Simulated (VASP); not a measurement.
# Co: single point with PBE

The system is Co.

```
CELL_PARAMETERS angstrom
-1.41629 1.38362 1.42624
1.41255 -1.37173 1.41061
1.41314 1.36858 -1.41436
ATOMIC_POSITIONS crystal
Co 0.99286 0.99699 0.99710
```

This cell differs from its parent crystal: the cell strained at random.

| Item | Value |
| --- | --- |
| Program | VASP 6.6.1 |
| Task | single point |
| Functional | PBE |
| Potentials or basis | VASP PAW PBE potentials, release 64 (Co) |
| Cutoff | 520 eV |
| k mesh | 13 × 13 × 13 |
| Occupations | fermi-dirac, width 0.05 eV |
| Spin | collinear spin, ferromagnetic start |
| Starting moments | [2.0] μB |

```yaml
Pressure: -0.1 GPa
Net_moment: 1.69 μB per cell
Site_moments: Co +1.71 μB
Valence_electrons_inside_the_program's_atomic_spheres: Co 8.24
```

Stress tensor (GPa, compression positive):
```
 0.29  0.31  0.35
 0.31 -1.07 -1.17
 0.35 -1.17  0.49
```

Levels at points of the mesh, in eV from the Fermi level:
Spin up:
```
           k point  band 2  band 3  band 4  band 5  band 6  band 7  band 8  band 9
(0.00, 0.00, 0.00)   -3.11   -2.97   -2.93   -1.95   -1.90   24.92   25.05   25.69
```
Spin down:
| k point | band 1 | band 2 | band 3 | band 4 | band 5 | band 6 | band 7 | band 8 |
| --- | --- | --- | --- | --- | --- | --- | --- | --- |
| (0.00, 0.00, 0.00) | -9.14 | -1.65 | -1.44 | -1.39 | 0.21 | 0.43 | 24.67 | 24.79 |

It took 2.3 min on 1 thread of Intel(R) Xeon(R) Platinum 8559C (Emerald Rapids), with other jobs on the host, peak memory 0.35 GiB.

Caveat: the cell differs from its parent crystal (the cell strained at random).
